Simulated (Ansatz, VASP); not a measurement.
**Hg in VASP and in Ansatz**

```
Hg
1.0
     0.00000    2.39191    2.39191
     2.39191    0.00000    2.39191
     2.39191    2.39191    0.00000
Hg
1
Direct
  0.00000 0.00000 0.00000
```

Alike in both runs: task single point; functional revPBE; k mesh 8 × 8 × 8; no spin polarisation.

```csv
,VASP,Ansatz
version,VASP 6.6.1,Ansatz 0.2.0
potentials or method,"VASP PAW PBE potentials, release 64 (Hg), cutoff 520 eV","scalar-relativistic, plane waves, PAW"
occupations,"fermi-dirac, width 0.1 eV",fermi-dirac
valence electrons in the cell,12,20
```

```csv
,VASP,Ansatz,Ansatz less VASP
gap on the k mesh at the Fermi level (eV),none,none,-
pressure (GPa),3.3,3.2,-0.13
```

VASP's potentials were made for PBE, not for revPBE. A gap of «none» marks a metal or a gap that the smearing closes. VASP's potentials hold 12 valence electrons a cell and Ansatz's 20, so a difference there can come from the potentials and not from the codes.

Spin-orbit coupling is off throughout.
